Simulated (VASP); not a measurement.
Input of a VASP 6.6.1 run:

Contents of INCAR:

```
SYSTEM = InGaSe
PREC     = Accurate       ! precision mode
ENCUT    = 520            ! plane-wave cutoff, eV
EDIFF    = 1E-6           ! SCF threshold, eV
ISMEAR   = 0              ! smearing method
SIGMA    = 0.1            ! smearing width, eV
LREAL    = .FALSE.        ! projectors in reciprocal space
LASPH    = .TRUE.         ! aspherical terms in the spheres
NELM     = 80             ! most SCF steps
ALGO     = Normal         ! electronic algorithm
ISIF     = 2              ! what is computed and relaxed
LWAVE    = .FALSE.        ! write WAVECAR
LCHARG   = .FALSE.        ! write CHGCAR
GGA      = PE             ! functional
NBANDS   = 23             ! bands
```

KPOINTS

```
Automatic mesh
0
G
  12 12 10
  0 0 0
```

Contents of POSCAR:

```
InGaSe
1.0
    4.1950290276      0.0000000000      0.0000000000
    0.0000000000      4.1950290276      0.0000000000
    0.0000000000      0.0000000000      4.9502426811
In Ga Se
1 1 1
Direct
    0.0000000000      0.0000000000      0.0000000000
    0.5000000000      0.5000000000      0.0000000000
    0.5000000000      0.5000000000      0.5000000000
```

Potentials or basis: VASP PAW PBE potentials, release 64 (In_d, Ga_d, Se).

Command:

```sh
$ cat potpaw_PBE.64/In_d/POTCAR potpaw_PBE.64/Ga_d/POTCAR potpaw_PBE.64/Se/POTCAR > POTCAR
$ mpirun -np 1 vasp_std > vasp.out
```

(1) Estimate the band gap on the k mesh.

(2) Estimate the pressure.

## Answers

(1) zero (band 16 reaches 4.38 eV, above the bottom of band 17 at 1.29 eV).

(2) 0.0 GPa.

Caveat: spin-orbit coupling is left out, which moves the levels of the heavy elements.
